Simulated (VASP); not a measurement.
## Si2Ni: single point with PBEsol

Slab: Si2Ni, a slab with vacuum.

```
Si Ni
1.0
     3.81230    0.00000    0.00000
     0.00000    3.81230    0.00000
     0.00000    0.00000   27.13067
Si Ni
10 5
Direct
  0.50000 0.00000 0.27682
  0.00000 0.50000 0.27682
  0.00000 0.50000 0.37758
  0.50000 0.00000 0.37758
  0.50000 0.00000 0.47567
  0.00000 0.50000 0.47567
  0.00000 0.50000 0.57420
  0.50000 0.00000 0.57420
  0.50000 0.00000 0.67430
  0.00000 0.50000 0.67430
  0.50000 0.50000 0.33148
  0.00000 0.00000 0.42702
  0.50000 0.50000 0.52400
  0.00000 0.00000 0.62082
  0.50000 0.50000 0.71534
```

```yaml
Program: VASP 6.6.1
Task: single point
Functional: PBEsol
Potentials_or_basis: VASP PAW PBE potentials, release 64 (Si, Ni)
Cutoff: 520 eV
k_mesh: 9 × 9 × 1
Occupations: gaussian, width 0.1 eV
Spin: no spin polarisation
```

```
Largest force          : 0.054 eV/Å
Band gap on the k mesh : zero (band 45 reaches 3.11 eV, above the bottom of band 46 at 1.47 eV)
```

Forces in eV/Å, atoms in the order of the input:
```
Si   0.000  0.000  0.000
Si   0.000  0.000  0.000
Si   0.000  0.000 -0.001
Si   0.000  0.000 -0.001
Si   0.000  0.000  0.002
Si   0.000  0.000  0.002
Si   0.000  0.000 -0.002
Si   0.000  0.000 -0.002
Si   0.000  0.000 -0.027
Si   0.000  0.000 -0.027
Ni   0.000  0.000 -0.014
Ni   0.000  0.000 -0.001
Ni   0.000  0.000  0.008
Ni   0.000  0.000  0.009
Ni   0.000  0.000  0.054
```

Levels at points of the mesh, in eV from the Fermi level:
| k point | band 42 | band 43 | band 44 | band 45 | band 46 | band 47 |
| --- | --- | --- | --- | --- | --- | --- |
| (0.00, 0.00, 0.00) | -0.28 | -0.11 | 0.04 | 0.04 | 0.10 | 0.63 |

It took 11 min on 1 thread of Intel(R) Xeon(R) 6975P-C (Granite Rapids) (shared host), peak memory 0.5 GiB.

Caveat: the PAW data sets were made with another functional, which shifts forces and pressure a little. Spin polarisation is off, so any magnetic state and its effect on volume and gap are missing.
